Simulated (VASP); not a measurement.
# Hf (P6_3/mmc) in VASP: notebook

Hf is run at these levels: PBE; tasks: single point.

Everything below comes from runs of VASP 6.6.1. Logs are shortened: lines on timing, memory, paths and dates and some standing lists are left out, and cuts for length are marked.

### 1 The cell of the first run

It takes space group P6_3/mmc (No. 194, hexagonal). The conventional cell has a = 3.205 Å, b = 3.205 Å, c = 5.068 Å, α = 90.00°, β = 90.00°, γ = 120.00°. Within 4.1 Å of Hf (site symmetry -6m2) lie 12 Hf at 3.14 to 3.21 Å.

### 2 Single point, PBE

INCAR reads:

```
SYSTEM = Hf
ALGO = Fast
EDIFF = 1E-6
ENCUT = 520
GGA = PE
ISIF = 2
ISMEAR = 0
LASPH = .TRUE.
LCHARG = .FALSE.
LREAL = .FALSE.
LWAVE = .FALSE.
NBANDS = 17
NELM = 80
PREC = Accurate
SIGMA = 0.1
```

KPOINTS reads:

```
k-points
0
G
  16 16 10
  0 0 0
```

POSCAR reads:

```
Hf
1.0
    3.2051001026      0.0000000000      0.0000000000
   -1.6025500513      2.7756981105      0.0000000000
    0.0000000000      0.0000000000      5.0676415388
Hf
2
Direct
    0.3333333333      0.6666666667      0.2500000000
    0.6666666667      0.3333333333      0.7500000000
```

Potentials or basis: VASP PAW PBE potentials, release 64 (Hf_pv).

Command:

```console
$ cat potpaw_PBE.64/Hf_pv/POTCAR > POTCAR
$ mpirun -np 1 vasp_std > vasp.out
```

OUTCAR:

```text
SYSTEM = Hf
   EDIFF = 1E-6
   ENCUT = 520
   GGA = PE
   ISIF = 2
   ISMEAR = 0
   LASPH = .TRUE.
   LREAL = .FALSE.
   NELM = 80
   PREC = Accurate

 ion  position               nearest neighbor table
   1  0.333  0.667  0.250-   2 3.14   2 3.14   2 3.14   2 3.14   2 3.14   2 3.14
   2  0.667  0.333  0.750-   1 3.14   1 3.14   1 3.14   1 3.14   1 3.14   1 3.14

  LATTYP: Found a hexagonal cell.
 ALAT       =     3.2051001026
 C/A-ratio  =     1.5811180233

  Lattice vectors:

 A1 = (   3.2051001026,   0.0000000000,   0.0000000000)
 A2 = (  -1.6025500513,   2.7756981105,   0.0000000000)
 A3 = (   0.0000000000,   0.0000000000,   5.0676415388)

Analysis of symmetry for initial positions (statically):
=====================================================================
 Subroutine PRICEL returns:
 Original cell was already a primitive cell.

 Routine SETGRP: Setting up the symmetry group for a
 hexagonal supercell.

 Subroutine GETGRP returns: Found 24 space group operations
 (whereof 12 operations were pure point group operations)
 out of a pool of 24 trial point group operations.

The static configuration has the point symmetry D_3d.
 The point group associated with its full space group is D_6h.

Analysis of symmetry for dynamics (positions and initial velocities):
=====================================================================
 Subroutine PRICEL returns:
 Original cell was already a primitive cell.

 Routine SETGRP: Setting up the symmetry group for a
 hexagonal supercell.

 Subroutine GETGRP returns: Found 24 space group operations
 (whereof 12 operations were pure point group operations)
 out of a pool of 24 trial point group operations.

The dynamic configuration has the point symmetry D_3d.
 The point group associated with its full space group is D_6h.

 Subroutine INISYM returns: Found 24 space group operations
 (whereof 12 operations are pure point group operations),
 and found     1 'primitive' translations

----------------------------------------------------------------------------------------

                                     Primitive cell

  volume of cell :      45.0837

  direct lattice vectors                    reciprocal lattice vectors
     3.205100103  0.000000000  0.000000000     0.312002736  0.180134863  0.000000000
    -1.602550051  2.775698111  0.000000000     0.000000000  0.360269727  0.000000000
     0.000000000  0.000000000  5.067641539     0.000000000  0.000000000  0.197330453

  length of vectors
     3.205100103  3.205100103  5.067641539     0.360269727  0.360269727  0.197330453

  position of ions in fractional coordinates (direct lattice)
     0.333333333  0.666666667  0.250000000
     0.666666667  0.333333333  0.750000000

  ion indices of the primitive-cell ions
   primitive index   ion index
                 1           1
                 2           2

----------------------------------------------------------------------------------------

 KPOINTS: k-points

Automatic generation of k-mesh.
 Grid dimensions read from file:
 generate k-points for:   16   16   10

 Generating k-lattice:

  Cartesian coordinates                     Fractional coordinates (reciprocal lattice)
     0.019500171  0.011258429  0.000000000     0.062500000  0.000000000  0.000000000
     0.000000000  0.022516858  0.000000000     0.000000000  0.062500000  0.000000000
     0.000000000  0.000000000  0.019733045     0.000000000  0.000000000  0.100000000

  Length of vectors
     0.022516858  0.022516858  0.019733045

  Shift w.r.t. Gamma in fractional coordinates (k-lattice)
     0.000000000  0.000000000  0.000000000

 Subroutine IBZKPT returns following result:
 ===========================================

 Found    180 irreducible k-points:

 Following reciprocal coordinates:
            Coordinates               Weight
  0.000000  0.000000  0.000000      1.000000
  0.062500  0.000000  0.000000      6.000000
  0.125000  0.000000  0.000000      6.000000
  0.187500 -0.000000  0.000000      6.000000
  0.250000  0.000000  0.000000      6.000000
  0.312500  0.000000  0.000000      6.000000
[... 16 lines left out ...]
  0.187500  0.187500  0.000000      6.000000
  0.250000  0.187500  0.000000     12.000000
 [... further k-points ...]
   k-points           NKPTS =    180   k-points in BZ     NKDIM =    180   number of bands    NBANDS=     17
   number of dos      NEDOS =    301   number of ions     NIONS =      2
   total plane-waves  NPLWV =  23040
   dimension x,y,z NGX =    24 NGY =   24 NGZ =   40
   dimension x,y,z NGXF=    48 NGYF=   48 NGZF=   80
   ions per type =               2
   NGX,Y,Z   is equivalent  to a cutoff of  12.45, 12.45, 13.12 a.u.
   NGXF,Y,Z  is equivalent  to a cutoff of  24.90, 24.90, 26.24 a.u.
 SYSTEM =  Hf
   PREC   = accura    normal or accurate (medium, high low for compatibility)
   ISTART =      0    job   : 0-new  1-cont  2-samecut
   ICHARG =      2    charge: 1-file 2-atom 10-const
   ISPIN  =      1    spin polarized calculation?
   LNONCOLLINEAR =      F non collinear calculations
   LSORBIT =      F    spin-orbit coupling
   LASPH  =      T    aspherical Exc in radial PAW
   ENCUT  =  520.0 eV  38.22 Ry    6.18 a.u.   5.96  5.96  9.42*2*pi/ulx,y,z
   NELM   =     80;   NELMIN=  2; NELMDL= -5     # of ELM steps
   EDIFF  = 0.1E-05   stopping-criterion for ELM
   LREAL  =      F    real-space projection
   EDIFFG = 0.1E-04   stopping-criterion for IOM
   NSW    =      0    number of steps for IOM
   IBRION =     -1    ionic relax: 0-MD 1-quasi-New 2-CG
   NFREE  =      0    steps in history (QN), initial steepest desc. (CG)
   ISIF   =      2    stress and relaxation
   ISYM   =      2    0-nonsym 1-usesym 2-fastsym
   POTIM  = 0.5000    time-step for ionic-motion
   TEBEG  =    0.0;   TEEND  =   0.0 temperature during run
   PSTRESS=    0.0 pullay stress
   NELECT =      20.0000    total number of electrons
   NUPDOWN=      -1.0000    fix difference up-down
   EMIN   =  10.00;   EMAX   =-10.00  energy-range for DOS
   EFERMI =   0.00;   METHOD = LEGACY
   ISMEAR =     0;   SIGMA  =   0.10  broadening in eV -4-tet -1-fermi 0-gaus
   EFERMI_NEDOS =   21; number of points for ismear=-14 and -15
   IALGO  =     68    algorithm
   IMIX   =      4    mixing-type and parameters
     AMIX     =   0.40;   BMIX     =  1.00
     AMIX_MAG =   1.60;   BMIX_MAG =  1.00
  volume/ion in A,a.u.               =      22.54       152.12
  Fermi-wavevector in a.u.,A,eV,Ry     =   1.248566  2.359448 21.210363  1.558918
  Thomas-Fermi vector in A             =   2.382647
   LORBIT       =      0    0 simple, 1 ext, 2 COOP (PROOUT), +10 PAW based schemes
   GGA     = PE    functional components
   LHFCALC =     F    Hartree Fock is set to
   AEXX    =    0.0000 exact exchange contribution
   IVDW    =     0    specifies the selected vdW correction
   LEPSILON=     F    determine dielectric tensor
   LRPA    =     F    only Hartree local field effects (RPA)
 non-spin polarized calculation
 RMM-DIIS sequential band-by-band and
 Gauss-broadening in eV      SIGMA  =   0.10
  energy-cutoff  :      520.00
  volume of cell :       45.08
 maximum number of plane-waves:      1236
 NGX is ok and might be reduce to    24
   NGX = 11   NGY = 11   NGZ = 19

 number of electron      20.0000005 magnetization

 Free energy of the ion-electron system (eV)
  ---------------------------------------------------
  ext. energy  EPLUGINS =         0.00000000
  ---------------------------------------------------
  free energy    TOTEN  =       -19.85374669 eV

  energy without entropy =      -19.84631340  energy(sigma->0) =      -19.85003005

 E-fermi :   4.8751     XC(G=0): -11.2489

 val. band max:        4.8739483887   @ k =   0.3125   0.2500   0.4000
 cond. band min:       4.8832338896   @ k =   0.1875  -0.0000   0.3000
 fundamental gap:      0.0092855010
 Fermi energy:         4.8750641356

 k-point     1 :       0.0000    0.0000    0.0000
  band No.  band energies     occupation
      1     -26.2175      2.00000
      2     -25.4918      2.00000
      3     -25.4918      2.00000
      4     -25.3715      2.00000
      5     -25.3667      2.00000
      6     -25.3667      2.00000
[... 9 lines left out ...]
     16       7.4821      0.00000
     17      10.1572      0.00000

 k-point     2 :       0.0625    0.0000    0.0000
  band No.  band energies     occupation
      1     -26.2076      2.00000
      2     -25.5129      2.00000
      3     -25.4989      2.00000
      4     -25.3890      2.00000
      5     -25.3760      2.00000
      6     -25.3695      2.00000
[... 9 lines left out ...]
     16       7.3679      0.00000
     17      10.2541      0.00000

 k-point     3 :       0.1250    0.0000    0.0000
  band No.  band energies     occupation
      1     -26.1787      2.00000
      2     -25.5729      2.00000
      3     -25.5188      2.00000
      4     -25.4515      2.00000
      5     -25.3897      2.00000
      6     -25.3778      2.00000
[... 9 lines left out ...]
     16       7.2719      0.00000
     17      10.4720      0.00000

 k-point     4 :       0.1875   -0.0000    0.0000
  band No.  band energies     occupation
      1     -26.1329      2.00000
      2     -25.6627      2.00000
      3     -25.5476      2.00000
      4     -25.5426      2.00000
      5     -25.4126      2.00000
      6     -25.3911      2.00000
[... 9 lines left out ...]
     16       7.7715      0.00000
     17      10.7224      0.00000
[... 343 lines left out ...]
      1     -26.0207      2.00000
      2     -25.8793      2.00000
      3     -25.8376      2.00000
      4     -25.7055      2.00000
      5     -25.6048      2.00000
      6     -25.5077      2.00000
[... 9 lines left out ...]
     16      10.9960      0.00000
     17      11.8023      0.00000

 k-point    23 :       0.1875    0.1875    0.0000
  band No.  band energies     occupation
      1     -25.9908      2.00000
      2     -25.8171      2.00000
      3     -25.8125      2.00000
      4     -25.6047      2.00000
      5     -25.4944      2.00000
      6     -25.4860      2.00000
[... 9 lines left out ...]
     16       9.8535      0.00000
     17      10.8043      0.00000

 k-point    24 :       0.2500    0.1875    0.0000
  band No.  band energies     occupation
      1     -25.9261      2.00000
      2     -25.8980      2.00000
      3     -25.8431      2.00000
      4     -25.6554      2.00000
      5     -25.5376      2.00000
      6     -25.5234      2.00000
[... 9 lines left out ...]
     16      10.7287      0.00000
     17      10.8032      0.00000

 [... further k-points ...]

------------------------ aborting loop because EDIFF is reached ----------------------------------------

  FORCE on cell =-STRESS in cart. coord.  units (eV):
  Direction    XX          YY          ZZ          XY          YZ          ZX
  --------------------------------------------------------------------------------------
  -------------------------------------------------------------------------------------
  Total       -0.1019543     -0.1019543     -0.1353868      0.0000000     -0.0000000      0.0000000
  in kB       -3.6232348     -3.6232348     -4.8113512      0.0000000     -0.0000000      0.0000000
  external PRESSURE =      -4.0192736 kB  Pullay stress =       0.0000000 kB

 VOLUME and BASIS-vectors are now :
 -----------------------------------------------------------------------------
  energy-cutoff  :      520.00
  volume of cell :       45.08
      direct lattice vectors                 reciprocal lattice vectors
     3.205100103  0.000000000  0.000000000     0.312002736  0.180134863  0.000000000
    -1.602550051  2.775698111  0.000000000     0.000000000  0.360269727  0.000000000
     0.000000000  0.000000000  5.067641539     0.000000000  0.000000000  0.197330453

 POSITION                                       TOTAL-FORCE (eV/Angst)
 -----------------------------------------------------------------------------------
     -0.00000      1.85047      1.26691        -0.000000      0.000000      0.000000
      1.60255      0.92523      3.80073         0.000000     -0.000000      0.000000
 -----------------------------------------------------------------------------------
    total drift:                                0.000000     -0.000000      0.000000

  FREE ENERGIE OF THE ION-ELECTRON SYSTEM (eV)
  ---------------------------------------------------
  free  energy   TOTEN  =       -19.8537466860 eV

  energy  without entropy=      -19.8463134044  energy(sigma->0) =      -19.85003005
```

Wall time 66 s (1 thread of Intel Xeon 6975P-C, shared host); peak memory 0.24 GiB.

Results:

```
Free energy            : -19.8537 eV
Pressure               : -0.4 GPa
Band gap on the k mesh : zero (band 10 reaches 6.04 eV, above the bottom of band 11 at 4.48 eV)
```

Stress tensor (GPa, compression positive):
```
-0.36  0.00  0.00
 0.00 -0.36  0.00
 0.00  0.00 -0.48
```

Caveat: spin-orbit coupling is left out, which moves the levels of the heavy elements.

### 3 Single point, PBE

This run uses another cell than the first one, of 16.88 Å³/atom, 0.749 times its volume.

INCAR reads:

```
SYSTEM = Hf
PREC = Accurate ; ENCUT = 520
EDIFF = 1E-6 ; ISMEAR = 0
SIGMA = 0.1 ; LREAL = .FALSE.
LASPH = .TRUE. ; NELM = 80
ALGO = Fast ; ISIF = 2
LWAVE = .FALSE. ; LCHARG = .FALSE.
GGA = PE ; NBANDS = 17
```

KPOINTS reads:

```
regular mesh
0
G
  16 16 10
  0 0 0
```

POSCAR reads:

```
Hf
1.0
    2.8898119103      0.0000000000      0.0000000000
   -1.4449059551      2.5026505265      0.0000000000
    0.0000000000      0.0000000000      4.6687852128
Hf
2
Direct
    0.3333333333      0.6666666667      0.2500000000
    0.6666666667      0.3333333333      0.7500000000
```

Potentials or basis: VASP PAW PBE potentials, release 64 (Hf_pv).

Command:

```console
$ cat potpaw_PBE.64/Hf_pv/POTCAR > POTCAR
$ mpirun -np 1 vasp_std > vasp.out
```

Run time: 62 s. Hardware: 1 thread of Intel Xeon 6975P-C, shared host; peak memory 0.22 GiB.

Results (log left out):

```yaml
Free_energy: -18.4541 eV
Pressure: 49.4 GPa
Band_gap_on_the_k_mesh: zero (band 10 reaches 8.44 eV, above the bottom of band 11 at 6.70 eV)
```

Stress tensor (GPa, compression positive):
```
49.51  0.00  0.00
 0.00 49.51  0.00
 0.00  0.00 49.27
```

Levels at points of the mesh, in eV from the Fermi level:
```csv
k point,band 6,band 7,band 8,band 9,band 10,band 11,band 12,band 13,band 14,band 15
"(0.00, 0.00, 0.00)",-29.19,-8.25,-4.74,1.18,1.18,1.26,1.85,2.29,2.29,3.42
"(0.50, 0.00, 0.00)",-29.42,-4.04,-3.87,-3.35,0.08,0.78,1.13,2.15,8.13,8.66
"(0.00, 0.00, 0.50)",-29.32,-5.79,-5.79,-0.06,-0.06,1.09,1.09,1.09,1.09,6.32
"(0.50, 0.00, 0.50)",-29.66,-4.48,-4.48,-1.78,-1.78,2.55,2.55,3.38,3.38,8.12
```

Caveat: spin-orbit coupling is left out, which moves the levels of the heavy elements.

### 4 Single point, PBE

This run uses another cell than the first one, of 18.00 Å³/atom, 0.799 times its volume.

INCAR reads:

```
SYSTEM = Hf
ALGO = Fast
EDIFF = 1E-6
ENCUT = 520
GGA = PE
ISIF = 2
ISMEAR = 0
LASPH = .TRUE.
LCHARG = .FALSE.
LREAL = .FALSE.
LWAVE = .FALSE.
NBANDS = 17
NELM = 100
PREC = Accurate
SIGMA = 0.1
```

KPOINTS reads:

```
k-points
0
G
  16 16 10
  0 0 0
```

POSCAR reads:

```
Hf
1.0
    2.9596143080      0.0000000000      0.0000000000
   -1.4798071540      2.5631011761      0.0000000000
    0.0000000000      0.0000000000      4.7464381747
Hf
2
Direct
    0.3333333333      0.6666666667      0.2500000000
    0.6666666667      0.3333333333      0.7500000000
```

Command:

```console
$ cat potpaw_PBE.64/Hf_pv/POTCAR > POTCAR
$ mpirun -np 1 vasp_std > vasp.out
```

Run time: 43 s. Hardware: 1 thread of Intel Xeon 6975P-C, shared host; peak memory 0.22 GiB.

Results (log left out):

```
Free energy            : -19.0374 eV
Pressure               : 34.5 GPa
Band gap on the k mesh : zero (band 10 reaches 7.80 eV, above the bottom of band 11 at 6.13 eV)
```

Stress tensor (GPa, compression positive):
```
34.57  0.00  0.00
 0.00 34.57  0.00
 0.00  0.00 34.37
```

Levels at points of the mesh, in eV from the Fermi level:
```
           k point  band 8  band 9  band 10  band 11  band 12  band 13
(0.00, 0.00, 0.00)   -4.49    1.19     1.19     1.37     1.52     2.24
(0.50, 0.00, 0.00)   -3.70   -3.05    -0.21     0.78     1.09     2.04
(0.00, 0.00, 0.50)   -5.73    0.00     0.00     1.09     1.09     1.09
(0.50, 0.00, 0.50)   -4.21   -1.54    -1.54     2.14     2.14     3.20
```

Caveat: spin-orbit coupling is left out, which moves the levels of the heavy elements.

### 5 The runs side by side

```tsv
cell	gap on the mesh (eV)	pressure (GPa)
a = 3.205, b = 3.205, c = 5.068 Å, angles 90.0, 90.0, 120.0°, 2 atoms	none	-0.4
a = 2.890, b = 2.890, c = 4.669 Å, angles 90.0, 90.0, 120.0°, 2 atoms	none	49.4
a = 2.960, b = 2.960, c = 4.746 Å, angles 90.0, 90.0, 120.0°, 2 atoms	none	34.5
```

Alike in all rows: task single point; level PBE; potentials or basis VASP PAW PBE potentials, release 64 (Hf_pv); no spin polarisation; k mesh 16 × 16 × 10; cutoff (eV) 520; smearing gaussian 0.1 eV.

Caveats: spin-orbit coupling is left out, which moves the levels of the heavy elements.

Absolute energies hang on the potentials; compare differences alone.
